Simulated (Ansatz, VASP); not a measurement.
WSe2 in VASP and in Ansatz

```
W Se
1.0
     3.29721    0.00000    0.00000
    -1.64861    2.74782    0.00000
     0.00000    0.00000    7.18427
W Se
1 2
Direct
  0.99822 0.99643 0.00000
  0.33423 0.66845 0.23500
  0.33423 0.66845 0.76500
```

Change from the starting cell: uniaxial_y strain -3.8%.

Alike in both runs: task single point; functional r2SCAN; k mesh 12 × 12 × 4; no spin polarisation.

|  | VASP | Ansatz |
| --- | --- | --- |
| version | VASP 6.6.1 | Ansatz 0.2.0 |
| potentials or method | VASP PAW PBE potentials, release 64 (W_sv, Se) | plane waves, PAW |
| plane-wave cutoff (eV) | 520 | 500 |
| occupations | gaussian, width 0.01 eV | fixed |
| valence electrons in the cell | 26 | 46 |

```tsv
	VASP	Ansatz	Ansatz less VASP
gap on the k mesh at the Fermi level (eV)	1.41	1.41	+0.002
pressure (GPa)	4.8	4.5	-0.35
traceless stress, the component that is largest in VASP (GPa)	4.77	4.79	+0.020
rms of the force components (eV/Å)	0.012	0.012	+0.0003
```

VASP's potentials were made for PBE, not for r2SCAN. Atom by atom the forces differ by 0.023 eV/Å (rms over components). VASP's potentials hold 26 valence electrons a cell and Ansatz's 46, so a difference there can come from the potentials and not from the codes.

Spin-orbit coupling is off throughout.
